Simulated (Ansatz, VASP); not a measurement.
**One calculation of FeO, two programs**

File INCAR:

```
ALGO     = Normal         # electronic algorithm
EDIFF    = 1E-6           # SCF threshold, eV
ENCUT    = 520            # plane-wave cutoff, eV
GGA      = PE             # functional
ISIF     = 2              # what is computed and relaxed
ISMEAR   = 0              # smearing method
ISPIN    = 2              # spin polarisation
LASPH    = T              # aspherical terms in the spheres
LCHARG   = F              # write CHGCAR
LMAXMIX  = 4              # l up to which the mixer works
LORBIT   = 11             # projections on sites
LREAL    = F              # projectors in reciprocal space
LWAVE    = F              # write WAVECAR
MAGMOM   = 3.79 0.35      # initial moments
NBANDS   = 18             # bands
NELM     = 150            # most SCF steps
PREC     = Accurate       # precision mode
SIGMA    = 0.1            # smearing width, eV
```

File KPOINTS:

```
k-points
0
Gamma
  16 16 16
```

POSCAR

```
FeO
1.0
    0.0000000000      2.1757446395      2.1757446395
    2.1757446395      0.0000000000      2.1757446395
    2.1757446395      2.1757446395      0.0000000000
Fe O
1 1
Direct
    0.0000000000      0.0000000000      0.0000000000
    0.5000000000      0.5000000000      0.5000000000
```

Input for Ansatz:

```yaml
crystal:
  lattice:
    - [0.0, 2.1757446427, 2.1757446427]
    - [2.1757446427, 0.0, 2.1757446427]
    - [2.1757446427, 2.1757446427, 0.0]
  atoms:
    - { symbol: Fe, position: [0.0, 0.0, 0.0], spin: 3.79 }
    - { symbol: O, position: [0.5, 0.5, 0.5], spin: 0.35 }
basis:
  ecutwfc: 420
kpoints:
  mp_grid: { grid: [16, 16, 16] }
hamiltonian:
  xc: pbe
scf:
  occupations: { method: gaussian, width: 0.1 }
output:
  forces: true
  stress: true
  eigenvalues: true
  populations: true
  write_density: true
  write_potential: true
  elf: true
  volumetric_format: npy
magnetization:
  spin_polarized: true
```

Alike in both runs: task single point; functional PBE; k mesh 16 × 16 × 16; occupations gaussian, width 0.1 eV; collinear spin.

|  | VASP | Ansatz |
| --- | --- | --- |
| version | VASP 6.6.1 | Ansatz 0.2.0 |
| potentials or method | VASP PAW PBE potentials, release 64 (Fe, O), cutoff 520 eV | scalar-relativistic, plane waves, PAW |
| valence electrons in the cell | 14 | 22 |

Ansatz gave:

| Quantity | Value |
| --- | --- |
| gap on the k mesh at the Fermi level (eV) | none |
| pressure (GPa) | -5.1 |
| net moment per atom (μB) | 2.00 |
| size of the moment on the site where the two differ most (μB) | 3.46 |

**Question.** Which values does VASP return?

**Answer.** gap on the k mesh at the Fermi level (eV): none; pressure (GPa): -5.1; net moment per atom (μB): 2.00; size of the moment on the site where the two differ most (μB): 3.62.

Site moments also hang on the region over which each program counts them. A gap of «none» marks a metal or a gap that the smearing closes. VASP's potentials hold 14 valence electrons a cell and Ansatz's 22, so a difference there can come from the potentials and not from the codes.
